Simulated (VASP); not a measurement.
P, 1 atom in the cell. It takes space group Im-3m (No. 229, cubic). The conventional cell has a = 2.931 Å, b = 2.931 Å, c = 2.931 Å, α = 90.00°, β = 90.00°, γ = 90.00°. P (site symmetry m-3m) has 14 P at 2.54 to 2.93 Å within 3.4 Å.  This cell differs from its parent crystal: volume scaled by 0.92.

* Program: VASP 6.6.1
* Task: single point
* Functional: PBEsol
* Potentials or basis: VASP PAW PBE potentials, release 64 (P)
* Cutoff: 520 eV
* k mesh: 16 × 16 × 16
* Occupations: fermi-dirac, width 0.1 eV
* Spin: no spin polarisation
* Dipole correction: no
* Further INCAR settings: ALGO = Normal; EDIFF = 1e-07; NBANDS = 8

Potentials or basis: VASP PAW PBE potentials, release 64 (P).

Command:

```console
$ cat potpaw_PBE.64/P/POTCAR > POTCAR
$ mpirun -np 1 vasp_std > vasp.out
```

Hardware: 1 thread of Intel(R) Xeon(R) Platinum 8488C (Sapphire Rapids), with other jobs on the host.

**Question.** How long does it take, and how much memory?

**Answer.** Run time: 7.3 s on 1 thread of Intel(R) Xeon(R) Platinum 8488C (Sapphire Rapids), on a shared host, peak memory 0.12 GiB. Counts: scf iterations 11, k points 145.
